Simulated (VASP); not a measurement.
# NaP3 (P-31m) in VASP: notebook, part 2 of 2

VASP 6.6.1. The steps go on from the part before.

## (3) Single point, PBE

This run uses another cell than the first one, of 21.80 Å³/atom.

The input, INCAR:

```
PREC = Accurate
ENCUT = 520
EDIFF = 1E-6
ISMEAR = 0
SIGMA = 0.1
LREAL = False
LASPH = True
NELM = 60
ALGO = Fast
ISIF = 2
LWAVE = False
LCHARG = False
GGA = PE
NBANDS = 32
```

The input, KPOINTS:

```
regular mesh
0
Gamma
  3 3 6
```

The input, POSCAR:

```
NaP3
1.0
    5.8167600709      0.0000000000      0.0000000000
   -2.9083800354      5.0374619891      0.0000000000
    0.0000000000      0.0000000000      5.9521921754
Na P
2 6
Direct
    0.6666666667      0.3333333333      0.5000000000
    0.3333333333      0.6666666667      0.5000000000
    0.6666006066      0.6666006066      0.1000897029
    0.3333993934      0.0000000000      0.1000897029
    0.0000000000      0.3333993934      0.1000897029
    0.0000000000      0.6666006066      0.8999102971
    0.6666006066      0.0000000000      0.8999102971
    0.3333993934      0.3333993934      0.8999102971
```

Potentials or basis: VASP PAW PBE potentials, release 64 (Na_pv, P).

Command:

```sh
$ cat potpaw_PBE.64/Na_pv/POTCAR potpaw_PBE.64/P/POTCAR > POTCAR
$ mpirun -np 1 vasp_std > vasp.out
```

OUTCAR:

```text
PREC = Accurate
   ENCUT = 520
   EDIFF = 1E-6
   ISMEAR = 0
   LREAL = False
   LASPH = True
   NELM = 60
   ISIF = 2
   GGA = PE

 ion  position               nearest neighbor table
   1  0.667  0.333  0.500-
   2  0.333  0.667  0.500-
   3  0.667  0.667  0.100-   8 2.28   7 2.28   6 2.28
   4  0.333  0.000  0.100-   7 2.28   8 2.28   6 2.28
   5  0.000  0.333  0.100-   6 2.28   8 2.28   7 2.28
   6  0.000  0.667  0.900-   5 2.28   3 2.28   4 2.28
   7  0.667  0.000  0.900-   4 2.28   3 2.28   5 2.28
   8  0.333  0.333  0.900-   3 2.28   4 2.28   5 2.28

  LATTYP: Found a hexagonal cell.
 ALAT       =     5.8167600709
 C/A-ratio  =     1.0232830825

  Lattice vectors:

 A1 = (   5.8167600709,   0.0000000000,   0.0000000000)
 A2 = (  -2.9083800354,   5.0374619891,   0.0000000000)
 A3 = (   0.0000000000,   0.0000000000,   5.9521921754)

Analysis of symmetry for initial positions (statically):
=====================================================================
 Subroutine PRICEL returns:
 Original cell was already a primitive cell.

 Routine SETGRP: Setting up the symmetry group for a
 hexagonal supercell.

 Subroutine GETGRP returns: Found 12 space group operations
 (whereof 12 operations were pure point group operations)
 out of a pool of 24 trial point group operations.

The static configuration has the point symmetry D_3d.

Analysis of symmetry for dynamics (positions and initial velocities):
=====================================================================
 Subroutine PRICEL returns:
 Original cell was already a primitive cell.

 Routine SETGRP: Setting up the symmetry group for a
 hexagonal supercell.

 Subroutine GETGRP returns: Found 12 space group operations
 (whereof 12 operations were pure point group operations)
 out of a pool of 24 trial point group operations.

The dynamic configuration has the point symmetry D_3d.

 Subroutine INISYM returns: Found 12 space group operations
 (whereof 12 operations are pure point group operations),
 and found     1 'primitive' translations

----------------------------------------------------------------------------------------

                                     Primitive cell

  volume of cell :     174.4094

  direct lattice vectors                    reciprocal lattice vectors
     5.816760071  0.000000000  0.000000000     0.171917010  0.099256332  0.000000000
    -2.908380035  5.037461989  0.000000000     0.000000000  0.198512664  0.000000000
     0.000000000  0.000000000  5.952192175     0.000000000  0.000000000  0.168005328

  length of vectors
     5.816760071  5.816760071  5.952192175     0.198512664  0.198512664  0.168005328

  position of ions in fractional coordinates (direct lattice)
     0.666666667  0.333333333  0.500000000
     0.333333333  0.666666667  0.500000000
     0.666600607  0.666600607  0.100089703
     0.333399393  0.000000000  0.100089703
     0.000000000  0.333399393  0.100089703
     0.000000000  0.666600607  0.899910297
     0.666600607  0.000000000  0.899910297
     0.333399393  0.333399393  0.899910297
[... 46 lines left out ...]
 -0.333333 -0.333333  0.166667      2.000000
  0.000000  0.000000  0.333333      2.000000
  0.333333  0.000000  0.333333     12.000000
  0.333333  0.333333  0.333333      2.000000
 -0.333333 -0.333333  0.333333      2.000000
  0.000000  0.000000  0.500000      1.000000
  0.333333  0.000000  0.500000      6.000000
  0.333333  0.333333  0.500000      2.000000
   k-points           NKPTS =     14   k-points in BZ     NKDIM =     14   number of bands    NBANDS=     32
   number of dos      NEDOS =    301   number of ions     NIONS =      8
   total plane-waves  NPLWV = 110592
   dimension x,y,z NGX =    48 NGY =   48 NGZ =   48
   dimension x,y,z NGXF=    96 NGYF=   96 NGZF=   96
   ions per type =               2   6
   NGX,Y,Z   is equivalent  to a cutoff of  13.72, 13.72, 13.41 a.u.
   NGXF,Y,Z  is equivalent  to a cutoff of  27.44, 27.44, 26.81 a.u.
 SYSTEM =  unknown system
   PREC   = accura    normal or accurate (medium, high low for compatibility)
   ISTART =      0    job   : 0-new  1-cont  2-samecut
   ICHARG =      2    charge: 1-file 2-atom 10-const
   ISPIN  =      1    spin polarized calculation?
   LNONCOLLINEAR =      F non collinear calculations
   LSORBIT =      F    spin-orbit coupling
   LASPH  =      T    aspherical Exc in radial PAW
   ENCUT  =  520.0 eV  38.22 Ry    6.18 a.u.  10.82 10.82 11.07*2*pi/ulx,y,z
   NELM   =     60;   NELMIN=  2; NELMDL= -5     # of ELM steps
   EDIFF  = 0.1E-05   stopping-criterion for ELM
   LREAL  =      F    real-space projection
   EDIFFG = 0.1E-04   stopping-criterion for IOM
   NSW    =      0    number of steps for IOM
   IBRION =     -1    ionic relax: 0-MD 1-quasi-New 2-CG
   NFREE  =      0    steps in history (QN), initial steepest desc. (CG)
   ISIF   =      2    stress and relaxation
   ISYM   =      2    0-nonsym 1-usesym 2-fastsym
   POTIM  = 0.5000    time-step for ionic-motion
   TEBEG  =    0.0;   TEEND  =   0.0 temperature during run
   PSTRESS=    0.0 pullay stress
   NELECT =      44.0000    total number of electrons
   NUPDOWN=      -1.0000    fix difference up-down
   EMIN   =  10.00;   EMAX   =-10.00  energy-range for DOS
   EFERMI =   0.00;   METHOD = LEGACY
   ISMEAR =     0;   SIGMA  =   0.10  broadening in eV -4-tet -1-fermi 0-gaus
   EFERMI_NEDOS =   21; number of points for ismear=-14 and -15
   IALGO  =     68    algorithm
   IMIX   =      4    mixing-type and parameters
     AMIX     =   0.40;   BMIX     =  1.00
     AMIX_MAG =   1.60;   BMIX_MAG =  1.00
  volume/ion in A,a.u.               =      21.80       147.12
  Fermi-wavevector in a.u.,A,eV,Ry     =   1.034433  1.954795 14.558941  1.070052
  Thomas-Fermi vector in A             =   2.168728
   LORBIT       =      0    0 simple, 1 ext, 2 COOP (PROOUT), +10 PAW based schemes
   GGA     = PE    functional components
   LHFCALC =     F    Hartree Fock is set to
   AEXX    =    0.0000 exact exchange contribution
   IVDW    =     0    specifies the selected vdW correction
   LEPSILON=     F    determine dielectric tensor
   LRPA    =     F    only Hartree local field effects (RPA)
 non-spin polarized calculation
 RMM-DIIS sequential band-by-band and
 Gauss-broadening in eV      SIGMA  =   0.10
  energy-cutoff  :      520.00
  volume of cell :      174.41
 maximum number of plane-waves:      4739
 NGX is ok and might be reduce to    48
   NGX = 21   NGY = 21   NGZ = 23

 number of electron      43.9999986 magnetization

 Free energy of the ion-electron system (eV)
  ---------------------------------------------------
  ext. energy  EPLUGINS =         0.00000000
  ---------------------------------------------------
  free energy    TOTEN  =       -35.88427223 eV

  energy without entropy =      -35.86450438  energy(sigma->0) =      -35.87438831

 E-fermi :   5.4193     XC(G=0):  -8.7387

 val. band max:        5.2890887735   @ k =   0.0000   0.0000   0.0000
 cond. band min:       5.4438563350   @ k =   0.3333   0.0000   0.0000
 fundamental gap:      0.1547675616
 Fermi energy:         5.4193458582

 k-point     1 :       0.0000    0.0000    0.0000
  band No.  band energies     occupation
      1     -20.2110      2.00000
      2     -20.2110      2.00000
      3     -20.1749      2.00000
      4     -20.1749      2.00000
      5     -20.1483      2.00000
      6     -20.1376      2.00000
[... 479 lines left out ...]
     31       8.1671      0.00000
     32       8.1727      0.00000

------------------------ aborting loop because EDIFF is reached ----------------------------------------

  FORCE on cell =-STRESS in cart. coord.  units (eV):
  Direction    XX          YY          ZZ          XY          YZ          ZX
  --------------------------------------------------------------------------------------
  -------------------------------------------------------------------------------------
  Total       -0.3446554     -0.3446554     -0.1782106     -0.0000000      0.0000000      0.0000000
  in kB       -3.1661089     -3.1661089     -1.6370966     -0.0000000      0.0000000      0.0000000
  external PRESSURE =      -2.6564381 kB  Pullay stress =       0.0000000 kB

 VOLUME and BASIS-vectors are now :
 -----------------------------------------------------------------------------
  energy-cutoff  :      520.00
  volume of cell :      174.41
      direct lattice vectors                 reciprocal lattice vectors
     5.816760071  0.000000000  0.000000000     0.171917010  0.099256332  0.000000000
    -2.908380035  5.037461989  0.000000000     0.000000000  0.198512664  0.000000000
     0.000000000  0.000000000  5.952192175     0.000000000  0.000000000  0.168005328

 POSITION                                       TOTAL-FORCE (eV/Angst)
 -----------------------------------------------------------------------------------
      2.90838      1.67915      2.97610        -0.000000      0.000000      0.000000
     -0.00000      3.35831      2.97610        -0.000000     -0.000000      0.000000
      1.93873      3.35798      0.59575         0.001232      0.002134     -0.023122
      1.93930      0.00000      0.59575        -0.002464     -0.000000     -0.023122
     -0.96965      1.67949      0.59575         0.001232     -0.002134     -0.023122
     -1.93873      3.35798      5.35644        -0.001232      0.002134      0.023122
      3.87746      0.00000      5.35644         0.002464      0.000000      0.023122
      0.96965      1.67949      5.35644        -0.001232     -0.002134      0.023122
 -----------------------------------------------------------------------------------
    total drift:                               -0.000000      0.000000      0.000000

  FREE ENERGIE OF THE ION-ELECTRON SYSTEM (eV)
  ---------------------------------------------------
  free  energy   TOTEN  =       -35.8842722284 eV

  energy  without entropy=      -35.8645043847  energy(sigma->0) =      -35.87438831
```

Wall time 3.7 min (1 thread of Oxide Virtual Turin-like, shared host); peak memory 0.29 GiB.

Results:

```
Free energy            : -35.8843 eV
Pressure               : -0.3 GPa
Largest force          : 0.023 eV/Å
Band gap on the k mesh : zero (bands 22 and 23 overlap by 1.62 eV)
```

Forces in eV/Å, atoms in the order of the input:
```
Na   0.000  0.000  0.000
Na   0.000  0.000  0.000
P    0.001  0.002 -0.023
P   -0.002  0.000 -0.023
P    0.001 -0.002 -0.023
P   -0.001  0.002  0.023
P    0.002  0.000  0.023
P   -0.001 -0.002  0.023
```

Levels at points of the mesh, in eV from the Fermi level:
```
           k point  band 21  band 22  band 23  band 24  band 25  band 26
(0.00, 0.00, 0.00)    -2.70    -0.54    -0.13     0.91     1.31     1.31
(0.00, 0.00, 0.50)    -2.70    -0.95    -0.52     0.21     1.31     1.31
```

Caveat: the k points lie up to 0.42 Å⁻¹ apart, too coarse for converged energies and pressures of a metal.

## (4) Single point, PBE

This run uses another cell than the first one, of 22.50 Å³/atom.

The input, INCAR:

```
SYSTEM = NaP3
PREC = Accurate ; ENCUT = 520
EDIFF = 1E-7 ; ISMEAR = 0
SIGMA = 0.2 ; LREAL = .False.
LASPH = .True. ; NELM = 80
ALGO = Fast ; ISIF = 2
LWAVE = .False. ; LCHARG = .False.
GGA = PE ; NBANDS = 32
```

The input, KPOINTS:

```
Automatic mesh
0
Gamma
  4 6 6
  0 0 0
```

The input, POSCAR:

```
NaP3
1.0
    0.0000000000      0.0000000000      5.8493763260
    5.9611958186      0.0000000000      0.0000000000
   -2.9805979093      5.1625470158      0.0000000000
Na P
2 6
Direct
    0.5000000000      0.6666666667      0.3333333333
    0.5000000000      0.3333333333      0.6666666667
    0.0965914995      0.6580045679      0.6580045679
    0.0965914995      0.3419954321      0.0000000000
    0.0965914995      1.0000000000      0.3419954321
    0.9034085005      1.0000000000      0.6580045679
    0.9034085005      0.6580045679      0.0000000000
    0.9034085005      0.3419954321      0.3419954321
```

Command:

```sh
$ cat potpaw_PBE.64/Na_pv/POTCAR potpaw_PBE.64/P/POTCAR > POTCAR
$ mpirun -np 1 vasp_std > vasp.out
```

Run time: 3.8 min. Hardware: 1 thread of Oxide Virtual Turin-like, shared host; peak memory 0.32 GiB.

The run converged. Its results:

- Free energy: -35.8266 eV
- Pressure: -0.2 GPa
- Largest force: 0.049 eV/Å
- Band gap on the k mesh: zero (bands 22 and 23 overlap by 1.57 eV)

Forces in eV/Å, atoms in the order of the input:
```
Na   0.000  0.000  0.000
Na   0.000  0.000  0.000
P   -0.015 -0.025 -0.039
P    0.029  0.000 -0.039
P   -0.015  0.025 -0.039
P    0.015 -0.025  0.039
P   -0.029  0.000  0.039
P    0.015  0.025  0.039
```

Levels at points of the mesh, in eV from the Fermi level:
| k point | band 20 | band 21 | band 22 | band 23 | band 24 | band 25 |
| --- | --- | --- | --- | --- | --- | --- |
| (0.00, 0.00, 0.00) | -2.71 | -2.71 | -0.12 | 0.14 | 1.03 | 1.27 |
| (0.50, 0.00, 0.00) | -2.71 | -2.11 | -0.58 | -0.21 | 0.58 | 1.27 |
| (0.00, 0.50, 0.00) | -2.96 | -2.79 | -0.57 | 0.36 | 0.49 | 0.76 |
| (0.50, 0.50, 0.00) | -2.21 | -2.15 | -0.44 | 0.91 | 1.22 | 1.26 |

## (5) Overview

| cell | k mesh | smearing | gap on the mesh (eV) | pressure (GPa) | largest force (eV/Å) |
| --- | --- | --- | --- | --- | --- |
| a = 6.232, b = 6.232, c = 3.661 Å, angles 90.0, 90.0, 120.0°, 8 atoms, atomic positions A | 3 × 3 × 6 | gaussian 0.1 eV | none | 20.4 | 1.14 |
| a = 5.817, b = 5.817, c = 5.952 Å, angles 90.0, 90.0, 120.0°, 8 atoms, atomic positions B | 3 × 3 × 6 | gaussian 0.1 eV | none | -0.3 | 0.02 |
| a = 5.849, b = 5.961, c = 5.961 Å, angles 120.0, 90.0, 90.0°, 8 atoms, atomic positions C | 4 × 6 × 6 | gaussian 0.2 eV | none | -0.2 | 0.05 |

Alike in all rows: task single point; level PBE; potentials or basis VASP PAW PBE potentials, release 64 (Na_pv, P); no spin polarisation; cutoff (eV) 520.

Caveats: some runs use coarse meshes; forces of over 1 eV/Å act on the atoms, so gaps and moduli don't describe the material at rest (at least some runs).

Total energies depend on the potentials used, so only differences within one code and one set of settings carry meaning.

The gap in the log of VASP goes by the Fermi energy; the results here count the filled bands.